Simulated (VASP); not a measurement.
Write the native input for VASP 6.6.1 that does the following.

* Task: relaxation of cell and atoms
* Functional: PBE
* Potentials or basis: VASP PAW PBE potentials, release 64 (Zn, Mo_sv, P)
* Cutoff: 600 eV
* k mesh: 6 × 6 × 4
* Occupations: gaussian, width 0.1 eV
* Spin: no spin polarisation
* Dipole correction: no
* Further INCAR settings: ALGO = Normal; EDIFF = 1e-06; IBRION = 2; EDIFFG = -0.04; NSW = 90; ISIF = 3

The structure of ZnMoP lies in POSCAR:

```
ZnMoP
1.0
    4.3385822871      0.0000000000      0.0000000000
   -2.1692911436      3.7573224771      0.0000000000
    0.0000000000      0.0000000000      5.4550333104
Zn Mo P
2 2 2
Direct
    0.0000000000      0.0000000000      0.0000000000
    0.0000000000      0.0000000000      0.5000000000
    0.3333333333      0.6666666667      0.2500000000
    0.6666666667      0.3333333333      0.7500000000
    0.3333333333      0.6666666667      0.7500000000
    0.6666666667      0.3333333333      0.2500000000
```

These files were run (other wordings do the same):

INCAR

```
PREC     = Accurate       # precision mode
ENCUT    = 600            # plane-wave cutoff, eV
EDIFF    = 1E-6           # SCF threshold, eV
ISMEAR   = 0              # smearing method
SIGMA    = 0.1            # smearing width, eV
LREAL    = False          # projectors in reciprocal space
LASPH    = True           # aspherical terms in the spheres
NELM     = 60             # most SCF steps
ALGO     = Normal         # electronic algorithm
ISIF     = 3              # what is computed and relaxed
LWAVE    = False          # write WAVECAR
LCHARG   = False          # write CHGCAR
GGA      = PE             # functional
IBRION   = 2              # ionic algorithm
NSW      = 90             # ionic steps
EDIFFG   = -0.04          # ionic threshold
```

KPOINTS

```
regular mesh
0
Gamma
  6 6 4
```

Potentials or basis: VASP PAW PBE potentials, release 64 (Zn, Mo_sv, P).

The run is started by

```console
$ cat potpaw_PBE.64/Zn/POTCAR potpaw_PBE.64/Mo_sv/POTCAR potpaw_PBE.64/P/POTCAR > POTCAR
$ mpirun -np 1 vasp_std > vasp.out
```

It gave:

The relaxed volume is 14.19 Å³/atom. The relaxed cell is a = 4.401 Å, b = 4.401 Å, c = 5.076 Å, α = 90.00°, β = 90.00°, γ = 120.00°. The space group after relaxing (to 0.05 Å) is P6_3/mmc (No. 194). The energy gained by relaxing is 34.9 meV/atom, the ionic steps are 8 and the pressure after relaxing is -0.1 GPa. The band gap on the k mesh is zero (band 31 reaches 9.96 eV, above the bottom of band 32 at 8.69 eV).

Wall time 14 min on 1 thread of Oxide Virtual Turin-like Processor, with other jobs on the host, peak memory 0.26 GiB.
